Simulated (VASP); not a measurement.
Wanted: the native input for a VASP 6.6.1 run.

```
Task                   : relaxation of cell and atoms
Functional             : PBE
Potentials or basis    : VASP PAW PBE potentials, release 64 (Ni, Al)
Cutoff                 : 600 eV
k mesh                 : 12 × 12 × 7
Occupations            : fermi-dirac, width 0.05 eV
Spin                   : no spin polarisation
Target pressure        : 140 GPa
Dipole correction      : no
Further INCAR settings : ALGO = Normal; EDIFF = 1e-06; IBRION = 2; EDIFFG = -0.005; NSW = 60; ISIF = 3
```

The structure of AlNi (NiAs type) lies in POSCAR:

```
AlNi
1.0
    2.9809313599      0.0000000000      0.0000000000
   -1.4904656799      2.5815622846      0.0000000000
    0.0000000000      0.0000000000      4.6204436078
Ni Al
2 2
Direct
    0.0000000000      0.0000000000      0.0000000000
    0.0000000000      0.0000000000      0.5000000000
    0.3333333333      0.6666666667      0.2500000000
    0.6666666667      0.3333333333      0.7500000000
```

These files were run (other wordings do the same):

INCAR

```
PREC = Accurate
ENCUT = 600
EDIFF = 1E-6
ISMEAR = -1
SIGMA = 0.05
LREAL = False
LASPH = True
NELM = 80
ALGO = Normal
ISIF = 3
LWAVE = False
LCHARG = False
GGA = PE
IBRION = 2
NSW = 60
EDIFFG = -0.005
PSTRESS = 1400.0
```

KPOINTS

```
regular mesh
0
Gamma
  12 12 7
```

Potentials or basis: VASP PAW PBE potentials, release 64 (Ni, Al).

Launch:

```bash
$ cat potpaw_PBE.64/Ni/POTCAR potpaw_PBE.64/Al/POTCAR > POTCAR
$ mpirun -np 1 vasp_std > vasp.out
```

It gave:

```json
{"Relaxed volume": "8.40 Å³/atom", "Relaxed cell": "a = 2.372 Å, b = 2.372 Å, c = 6.896 Å, α = 90.00°, β = 90.00°, γ = 120.00°", "Space group after relaxing (to 0.05 Å)": "P6_3/mmc (No. 194)", "Energy change on relaxing (the enthalpy is what falls)": "-472.9 meV/atom", "Ionic steps": "21", "Pressure after relaxing": "140.0 GPa", "Band gap on the k mesh": "zero (band 13 reaches 16.40 eV, above the bottom of band 14 at 13.35 eV)"}
```

Caveat: the cell is relaxed towards a set pressure, so the enthalpy falls and the energy may rise.

Wall time 4.6 min on 1 thread of Intel(R) Xeon(R) Platinum 8488C (Sapphire Rapids) (shared host), peak memory 0.2 GiB.
